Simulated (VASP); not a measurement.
# Ho2O (I4/mmm) in VASP: relaxation of cell and atoms with PBE

Aim: the relaxation of cell and atoms of Ho2O with PBE.

Everything below comes from runs of VASP 6.6.1. Logs are shortened: lines on timing, memory, paths and dates and some standing lists are left out, and cuts for length are marked.

## Step 1: The cell of the first run

The structure is tetragonal, space group I4/mmm (No. 139). The conventional cell has a = 4.723 Å, b = 4.723 Å, c = 5.088 Å, α = 90.00°, β = 90.00°, γ = 90.00°. Ho (site symmetry mmm) has 2 O at 2.36 Å and 2 Ho at 2.54 Å within 3.1 Å. O (site symmetry 4/mmm) has 4 Ho at 2.36 Å within 3.1 Å.

The cell was generated, and may not be a known phase.

## Step 2: Relaxation of cell and atoms, PBE

Input file INCAR:

```
SYSTEM = Ho2O
PREC     = Accurate       ! precision mode
ENCUT    = 600            ! plane-wave cutoff, eV
EDIFF    = 1E-7           ! SCF threshold, eV
ISMEAR   = 0              ! smearing method
SIGMA    = 0.2            ! smearing width, eV
LREAL    = .FALSE.        ! projectors in reciprocal space
LASPH    = .TRUE.         ! aspherical terms in the spheres
NELM     = 200            ! most SCF steps
ALGO     = Normal         ! electronic algorithm
ISIF     = 3              ! what is computed and relaxed
LWAVE    = .FALSE.        ! write WAVECAR
LCHARG   = .FALSE.        ! write CHGCAR
GGA      = PE             ! functional
IBRION   = 2              ! ionic algorithm
NSW      = 36             ! ionic steps
EDIFFG   = -0.08          ! ionic threshold
GGA_COMPAT= .FALSE.      
NELMIN   = 4            
LMAXMIX  = 6              ! l up to which the mixer works
```

Input file KPOINTS:

```
Automatic mesh
0
G
  6 6 6
  0 0 0
```

Input file POSCAR:

```
Ho2O
1.0
   -2.3613765300      2.3613765300      2.5439902400
    2.3613765300     -2.3613765300      2.5439902400
    2.3613765300      2.3613765300     -2.5439902400
Ho O
2 1
Direct
    0.5000000000      0.0000000000      0.5000000000
    0.0000000000      0.5000000000      0.5000000000
    0.0000000000      0.0000000000      0.0000000000
```

Potentials or basis: VASP PAW PBE potentials, release 64 (Ho_3, O), 4f in core.

On the command line:

```bash
$ cat potpaw_PBE.64/Ho_3/POTCAR potpaw_PBE.64/O/POTCAR > POTCAR
$ mpirun -np 1 vasp_std > vasp.out
```

OUTCAR:

```text
SYSTEM = Ho2O
   PREC = Accurate
   ENCUT = 600
   EDIFF = 1E-7
   ISMEAR = 0
   LREAL = .FALSE.
   LASPH = .TRUE.
   NELM = 200
   ISIF = 3
   GGA = PE
   IBRION = 2
   NSW = 36
   EDIFFG = -0.08
   NELMIN = 4

 ion  position               nearest neighbor table
   1  0.500  0.000  0.500-   3 2.36   3 2.36   2 2.54   2 2.54   2 3.34   2 3.34   2 3.34   2 3.34

   2  0.000  0.500  0.500-   3 2.36   3 2.36   1 2.54   1 2.54   1 3.34   1 3.34   1 3.34   1 3.34

   3  0.000  0.000  0.000-   1 2.36   2 2.36   2 2.36   1 2.36

  LATTYP: Found a body centered tetragonal cell.
 ALAT       =     4.7227530600
 C/A-ratio  =     1.0773335839

  Lattice vectors:

 A1 = (  -2.3613765300,   2.3613765300,   2.5439902400)
 A2 = (   2.3613765300,  -2.3613765300,   2.5439902400)
 A3 = (   2.3613765300,   2.3613765300,  -2.5439902400)

Analysis of symmetry for initial positions (statically):
=====================================================================
 Subroutine PRICEL returns:
 Original cell was already a primitive cell.

 Routine SETGRP: Setting up the symmetry group for a
 body centered tetragonal supercell.

 Subroutine GETGRP returns: Found 16 space group operations
 (whereof 16 operations were pure point group operations)
 out of a pool of 16 trial point group operations.

The static configuration has the point symmetry D_4h.

Analysis of symmetry for dynamics (positions and initial velocities):
=====================================================================
 Subroutine PRICEL returns:
 Original cell was already a primitive cell.

 Routine SETGRP: Setting up the symmetry group for a
 body centered tetragonal supercell.

 Subroutine GETGRP returns: Found 16 space group operations
 (whereof 16 operations were pure point group operations)
 out of a pool of 16 trial point group operations.

The dynamic configuration has the point symmetry D_4h.

 Subroutine INISYM returns: Found 16 space group operations
 (whereof 16 operations are pure point group operations),
 and found     1 'primitive' translations

----------------------------------------------------------------------------------------

                                     Primitive cell

  volume of cell :      56.7422

  direct lattice vectors                    reciprocal lattice vectors
    -2.361376530  2.361376530  2.543990240     0.000000000  0.211740904  0.196541635
     2.361376530 -2.361376530  2.543990240     0.211740904  0.000000000  0.196541635
     2.361376530  2.361376530 -2.543990240     0.211740904  0.211740904  0.000000000

  length of vectors
     4.198104879  4.198104879  4.198104879     0.288899333  0.288899333  0.299446857
[... 68 lines left out ...]
   dimension x,y,z NGX =    36 NGY =   36 NGZ =   36
   dimension x,y,z NGXF=    72 NGYF=   72 NGZF=   72
   ions per type =               2   1
   NGX,Y,Z   is equivalent  to a cutoff of  14.26, 14.26, 14.26 a.u.
   NGXF,Y,Z  is equivalent  to a cutoff of  28.51, 28.51, 28.51 a.u.
 SYSTEM =  Ho2O
   PREC   = accura    normal or accurate (medium, high low for compatibility)
   ISTART =      0    job   : 0-new  1-cont  2-samecut
   ICHARG =      2    charge: 1-file 2-atom 10-const
   ISPIN  =      1    spin polarized calculation?
   LNONCOLLINEAR =      F non collinear calculations
   LSORBIT =      F    spin-orbit coupling
   LASPH  =      T    aspherical Exc in radial PAW
   ENCUT  =  600.0 eV  44.10 Ry    6.64 a.u.   8.38  8.38  8.38*2*pi/ulx,y,z
   NELM   =    200;   NELMIN=  4; NELMDL= -5     # of ELM steps
   EDIFF  = 0.1E-06   stopping-criterion for ELM
   LREAL  =      F    real-space projection
   EDIFFG = -.8E-01   stopping-criterion for IOM
   NSW    =     36    number of steps for IOM
   IBRION =      2    ionic relax: 0-MD 1-quasi-New 2-CG
   NFREE  =      1    steps in history (QN), initial steepest desc. (CG)
   ISIF   =      3    stress and relaxation
   ISYM   =      2    0-nonsym 1-usesym 2-fastsym
   POTIM  = 0.5000    time-step for ionic-motion
   TEBEG  =    0.0;   TEEND  =   0.0 temperature during run
   PSTRESS=    0.0 pullay stress
   NELECT =      24.0000    total number of electrons
   NUPDOWN=      -1.0000    fix difference up-down
   EMIN   =  10.00;   EMAX   =-10.00  energy-range for DOS
   EFERMI =   0.00;   METHOD = LEGACY
   ISMEAR =     0;   SIGMA  =   0.20  broadening in eV -4-tet -1-fermi 0-gaus
   EFERMI_NEDOS =   21; number of points for ismear=-14 and -15
   IALGO  =     38    algorithm
   IMIX   =      4    mixing-type and parameters
     AMIX     =   0.40;   BMIX     =  1.00
     AMIX_MAG =   1.60;   BMIX_MAG =  1.00
  volume/ion in A,a.u.               =      18.91       127.64
  Fermi-wavevector in a.u.,A,eV,Ry     =   1.228881  2.322249 20.546828  1.510149
  Thomas-Fermi vector in A             =   2.363790
   LORBIT       =      0    0 simple, 1 ext, 2 COOP (PROOUT), +10 PAW based schemes
   GGA     = PE    functional components
   LHFCALC =     F    Hartree Fock is set to
   AEXX    =    0.0000 exact exchange contribution
   IVDW    =     0    specifies the selected vdW correction
   LEPSILON=     F    determine dielectric tensor
   LRPA    =     F    only Hartree local field effects (RPA)
 conjugate gradient relaxation of ions
 non-spin polarized calculation
 Gauss-broadening in eV      SIGMA  =   0.20
  energy-cutoff  :      600.00
  volume of cell :       56.74
 maximum number of plane-waves:      1911
 NGX is ok and might be reduce to    36
   NGX = 17   NGY = 17   NGZ = 17

--------------------------------------- Ionic step        1  -------------------------------------------

 number of electron      23.9999999 magnetization

 Free energy of the ion-electron system (eV)
  ---------------------------------------------------
  ext. energy  EPLUGINS =         0.00000000
  ---------------------------------------------------
  free energy    TOTEN  =       -14.69782716 eV

  energy without entropy =      -14.63728033  energy(sigma->0) =      -14.66755375

 E-fermi :   4.3290     XC(G=0): -10.8067

 val. band max:        4.2869355782   @ k =   0.3333   0.1667   0.1667
 cond. band min:       4.3495835582   @ k =  -0.1667  -0.3333   0.1667
 fundamental gap:      0.0626479801
 Fermi energy:         4.3289827138

 k-point     1 :       0.0000    0.0000    0.0000
  band No.  band energies     occupation
      1     -21.8738      2.00000
      2     -19.5437      2.00000
      3     -19.5437      2.00000
      4     -19.3802      2.00000
      5     -19.3802      2.00000
      6     -17.6275      2.00000
[... 668 lines left out ...]
--------------------------------------- Ionic step        7  -------------------------------------------

 number of electron      23.9999998 magnetization

 Free energy of the ion-electron system (eV)
  ---------------------------------------------------
  ext. energy  EPLUGINS =         0.00000000
  ---------------------------------------------------
  free energy    TOTEN  =       -17.71991045 eV

  energy without entropy =      -17.65264711  energy(sigma->0) =      -17.68627878

 E-fermi :   2.9653     XC(G=0):  -9.6162

 val. band max:        2.9566174508   @ k =  -0.1667   0.1667   0.1667
 cond. band min:       2.9673758610   @ k =  -0.1667   0.3333   0.1667
 fundamental gap:      0.0107584102
 Fermi energy:         2.9652632110

 k-point     1 :       0.0000    0.0000    0.0000
  band No.  band energies     occupation
      1     -21.7228      2.00000
      2     -21.7228      2.00000
      3     -21.3959      2.00000
      4     -21.2904      2.00000
      5     -21.0376      2.00000
      6     -21.0376      2.00000
[... 477 lines left out ...]
  FREE ENERGIE OF THE ION-ELECTRON SYSTEM (eV)
  ---------------------------------------------------
  free  energy   TOTEN  =       -17.7199104522 eV

  energy  without entropy=      -17.6526471138  energy(sigma->0) =      -17.68627878

 reached required accuracy - stopping structural energy minimisation
```

OSZICAR:

```text
N       E                     dE             d eps       ncg     rms          rms(c)
DAV:   1     0.177439904693E+03    0.17744E+03   -0.11674E+04  1104   0.163E+03
DAV:   2     0.539368852716E+00   -0.17690E+03   -0.17465E+03  1552   0.577E+02
DAV:   3    -0.156024212921E+02   -0.16142E+02   -0.15583E+02  1592   0.105E+02
DAV:   4    -0.161694256533E+02   -0.56700E+00   -0.55034E+00  1368   0.192E+01
[... 81 lines left out ...]
DAV:   5    -0.177199073118E+02   -0.59486E-05   -0.98853E-04  1424   0.287E-01    0.127E-01
DAV:   6    -0.177199149292E+02   -0.76175E-05   -0.15406E-04  1608   0.122E-01    0.195E-02
DAV:   7    -0.177199117395E+02    0.31897E-05   -0.48033E-05  1624   0.412E-02    0.897E-03
DAV:   8    -0.177199105119E+02    0.12276E-05   -0.35618E-06  1648   0.158E-02    0.174E-03
DAV:   9    -0.177199104522E+02    0.59732E-07   -0.15033E-07   800   0.445E-03
   7 F= -.17719910E+02 E0= -.17686279E+02  d E =-.149173E-01
```

Run time: 5.7 min. Hardware: 1 thread of Intel Xeon 6975P-C (Granite Rapids), shared host; peak memory 0.23 GiB.

What came out:

```
Free energy                           : -17.7199 eV
Relaxed volume                        : 24.53 Å³/atom
Relaxed cell                          : a = 4.803 Å, b = 4.803 Å, c = 4.803 Å, α = 123.61°, β = 123.61°, γ = 83.85°
Space group after relaxing (to 0.1 Å) : I4/mmm (No. 139)
Energy gained by relaxing             : 1007.4 meV/atom
Ionic steps                           : 7
Pressure after relaxing               : 0.0 GPa
Band gap on the k mesh                : zero (bands 12 and 13 overlap by 0.89 eV)
```

The path:
```
step  energy change (eV)  largest force (eV/Å)  pressure (GPa)  volume (Å³)
   1              0.0000                0.0000           14.11        56.74
   2             -2.9338                0.0000            2.90        69.10
   3             -3.0001                0.0000            2.46        70.80
   4             -2.9357                0.0000            1.93        74.01
   5             -3.0072                0.0000            2.27        71.74
   6             -3.0046                0.0000           -2.25        75.67
   7             -3.0221                0.0000           -0.03        73.59
```

Final structure:
```xyz
3
Lattice="-2.2691 2.2691 3.5733 2.2691 -2.2691 3.5733 2.2691 2.2691 -3.5733" Properties=species:S:1:pos:R:3 pbc="T T T"
Ho    0.0000    2.2691    0.0000
Ho    2.2691    0.0000    0.0000
O     0.0000    0.0000    0.0000
```

Levels at points of the mesh, in eV from the Fermi level:
```
           k point  band 9  band 10  band 11  band 12  band 13  band 14  band 15  band 16
(0.00, 0.00, 0.00)   -3.88    -3.82    -3.82    -0.70    -0.68    -0.25    -0.25     5.23
(0.50, 0.00, 0.00)   -4.58    -4.18    -1.00    -0.84     1.21     1.29     2.08     2.51
(0.50, 0.50, 0.00)   -6.26    -4.98    -1.14    -0.20     0.98     1.01     1.19     3.04
(0.50, 0.50, 0.50)   -3.87    -3.87    -2.32    -0.28     0.53     1.17     2.61     2.61
```

Caveat: the volume moved by over 15 % at a fixed basis, so the end points are rough; spin-orbit coupling is left out, which moves the levels of the heavy elements; the 4f electrons are frozen in the core, so they carry no moment and show no levels; the run has no spin polarisation, though such a crystal can be magnetic. Spin polarisation is off, so any magnetic state and its effect on volume and gap are missing.
